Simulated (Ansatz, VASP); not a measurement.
## MgCuC4N4 in VASP and in Ansatz

```
Mg Cu C N
1.0
     5.96056    0.00000    0.00000
     0.00000    5.96056    0.00000
     0.00000    0.00000    5.96056
Mg Cu C N
1 1 4 4
Cartesian
  2.9803 2.9803 2.9803
  0.0000 0.0000 0.0000
  1.1068 1.1068 1.1068
  1.1068 4.8538 4.8538
  4.8538 1.1068 4.8538
  4.8538 4.8538 1.1068
  1.7823 1.7823 1.7823
  1.7823 4.1783 4.1783
  4.1783 1.7823 4.1783
  4.1783 4.1783 1.7823
```

Alike in both runs: task relaxation of cell and atoms; functional PBE; k mesh 6 × 6 × 6; occupations gaussian, width 0.1 eV; collinear spin.

|  | VASP | Ansatz |
| --- | --- | --- |
| version | VASP 6.6.1 | Ansatz 0.2.0 |
| potentials or method | VASP PAW PBE potentials, release 64 (Mg, Cu, C, N), cutoff 600 eV | scalar-relativistic, plane waves, PAW |
| valence electrons in the cell | 49 | 65 |

Ansatz gave:

```
gap on the k mesh at the Fermi level, each at its own relaxed structure (eV) : none
net moment per atom (μB)                                                     : 0.10
size of the moment on the site where the two differ most (μB)                : 0.50
relaxed volume (Å³/atom)                                                     : 21.21
relaxed length of the cell vector where the two differ most in proportion (Å)              : 5.964
```

Q: What did VASP give for the same quantities?

A: gap on the k mesh at the Fermi level, each at its own relaxed structure (eV): none; net moment per atom (μB): 0.10; size of the moment on the site where the two differ most (μB): 0.53; relaxed volume (Å³/atom): 21.21; relaxed length of the cell vector where the two differ most in proportion (Å): 5.964.

Site moments also hang on the region over which each program counts them. A gap of «none» marks a metal or a gap that the smearing closes. VASP's potentials hold 49 valence electrons a cell and Ansatz's 65, so a difference there can come from the potentials and not from the codes.

Noted on VASP's run: the standard files for N, O and F lose accuracy on very short bonds.
